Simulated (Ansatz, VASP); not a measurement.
Tl in VASP and in Ansatz

File POSCAR:

```
Tl
1.0
    3.3367313132      0.0000000000      0.0000000000
   -1.6683656566      2.8896940829      0.0000000000
    0.0000000000      0.0000000000      5.3343288499
Tl
2
Direct
    0.3333333333      0.6666666667      0.2500000000
    0.6666666667      0.3333333333      0.7500000000
```

File INCAR.step1:

```
SYSTEM = Tl
PREC = Accurate ; ENCUT = 520
ISMEAR = 0 ; SIGMA = 0.05
LREAL = .FALSE. ; LASPH = .TRUE.
NELM = 80 ; NBANDS = 20
GGA = PE ; ALGO = Normal
EDIFF = 1E-4 ; LWAVE = .TRUE.
LCHARG = .FALSE.
```

File INCAR.step2:

```
SYSTEM = Tl
PREC = Accurate ; ENCUT = 520
EDIFF = 1E-6 ; ISMEAR = 0
SIGMA = 0.05 ; LREAL = .FALSE.
LASPH = .TRUE. ; NELM = 80
ALGO = Normal ; ISIF = 2
LWAVE = .FALSE. ; LCHARG = .FALSE.
METAGGA = R2SCAN ; LMIXTAU = .TRUE.
NBANDS = 20 ; ISTART = 1
```

KPOINTS

```
Automatic mesh
0
G
  12 12 6
  0 0 0
```

Input for Ansatz:

```yaml
crystal:
  lattice:
    - [3.3367313132, 0.0, 0.0]
    - [-1.6683656566, 2.8896940829, 0.0]
    - [0.0, 0.0, 5.3343288499]
  atoms:
    - { symbol: Tl, position: [0.3333333333, 0.6666666667, 0.25] }
    - { symbol: Tl, position: [0.6666666667, 0.3333333333, 0.75] }
basis:
  ecutwfc: 500
  fft_grid_basis: typed
kpoints:
  mp_grid: { grid: [12, 12, 6] }
hamiltonian:
  xc: r2scan
  pseudopotentials: { kind: paw }
scf:
  occupations: { method: gaussian, width: 0.05 }
output:
  forces: true
  stress: true
  eigenvalues: true
  bader: true
  write_density: true
  volumetric_format: npy
  elf: true
```

Alike in both runs: task single point; functional r2SCAN; k mesh 12 × 12 × 6; occupations gaussian, width 0.05 eV; no spin polarisation.

|  | VASP | Ansatz |
| --- | --- | --- |
| version | VASP 6.6.1 | Ansatz 0.2.0 |
| potentials or method | VASP PAW PBE potentials, release 64 (Tl_d), cutoff 520 eV | scalar-relativistic, plane waves, PAW |
| valence electrons in the cell | 26 | 26 |

|  | VASP | Ansatz | Ansatz less VASP |
| --- | --- | --- | --- |
| gap on the k mesh at the Fermi level (eV) | none | none | - |
| pressure (GPa) | 7.8 | 7.8 | +0.04 |
| traceless stress, the component that is largest in VASP (GPa) | -0.21 | -0.21 | +0.006 |

VASP's potentials were made for PBE, not for r2SCAN. A gap of «none» marks a metal or a gap that the smearing closes. With one functional, cell and mesh, what is left measures potentials, basis and numerics.

Spin-orbit coupling is off throughout.
